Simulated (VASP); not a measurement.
Set up this calculation in VASP 6.6.1, as the native input.

```
Task                   : single point
Functional             : PBE
Potentials or basis    : VASP PAW PBE potentials, release 64 (Ti_sv, C)
Cutoff                 : 520 eV
k mesh                 : 5 × 5 × 5
Occupations            : gaussian, width 0.1 eV
Spin                   : no spin polarisation
Dipole correction      : no
Further INCAR settings : ALGO = Normal; EDIFF = 1e-06; NBANDS = 80
```

The structure of TiC27 (a cell with a defect) lies in POSCAR:

```
TiC27
1.0
   -4.9330325265     -4.2721314856      0.0000000000
    1.2332581316     -6.4081972285      0.0000000000
   -1.2332581316     -3.5601095714      8.5756686354
Ti C
1 27
Direct
    0.7396646396      0.8825217825      0.9238632239
    0.9346485625      0.5050331030      0.7627676412
    0.5077242782      0.7936047445      0.7598189188
    0.6507476017      0.3674234870      0.7598189188
    0.2245663442      0.6505814211      0.7598189188
    0.3621759602      0.2261221218      0.7627676412
    0.0832649789      0.0775057054      0.7627676412
    0.4645467307      0.6074038736      0.7492169507
    0.5867240944      0.1814605686      0.7812125720
    0.1731365421      0.4620823817      0.7596538452
    0.3192252388      0.0336986595      0.7596538452
    0.8908415167      0.3159936850      0.7596538452
    0.0386034257      0.8791741936      0.7812125720
    0.7363170507      0.7295812373      0.7812125720
    0.9727809469      0.1156380898      0.2245143021
    0.1156964775      0.6867926624      0.2248831316
    0.6879951289      0.9740191460      0.2228707541
    0.8311620032      0.5436863995      0.2228707541
    0.4008292566      0.8308522718      0.2228707541
    0.5439355196      0.4011991571      0.2248831316
    0.2583420143      0.2585536203      0.2248831316
    0.6400790200      0.7829361629      0.2226200827
    0.7823948478      0.3532620385      0.2241710549
    0.3533470339      0.6391813099      0.2245505624
    0.4963241671      0.2114925223      0.2245505624
    0.0686353795      0.4962041768      0.2245505624
    0.2104048957      0.0687434874      0.2241710549
    0.9258863445      0.9252519906      0.2241710549
```

These files were run (other wordings do the same):

INCAR

```
SYSTEM = TiC27
ALGO = Normal ; EDIFF = 1E-6
ENCUT = 520 ; GGA = PE
GGA_COMPAT = .FALSE. ; ISIF = 2
ISMEAR = 0 ; LASPH = .TRUE.
LCHARG = .FALSE. ; LREAL = .FALSE.
LWAVE = .FALSE. ; NBANDS = 80
NELM = 120 ; PREC = Accurate
SIGMA = 0.1
```

KPOINTS

```
k-points
0
G
  5 5 5
  0 0 0
```

Potentials or basis: VASP PAW PBE potentials, release 64 (Ti_sv, C).

Launch:

```bash
$ cat potpaw_PBE.64/Ti_sv/POTCAR potpaw_PBE.64/C/POTCAR > POTCAR
$ mpirun -np 1 vasp_std > vasp.out
```

It gave:

| Item | Value |
| --- | --- |
| Pressure | 4.7 GPa |
| Largest force | 0.052 eV/Å |
| Band gap on the k mesh | 0.06 eV |

It took 8.4 min on 1 thread of Intel(R) Xeon(R) 6975P-C (Granite Rapids), with other jobs on the host, peak memory 0.67 GiB.
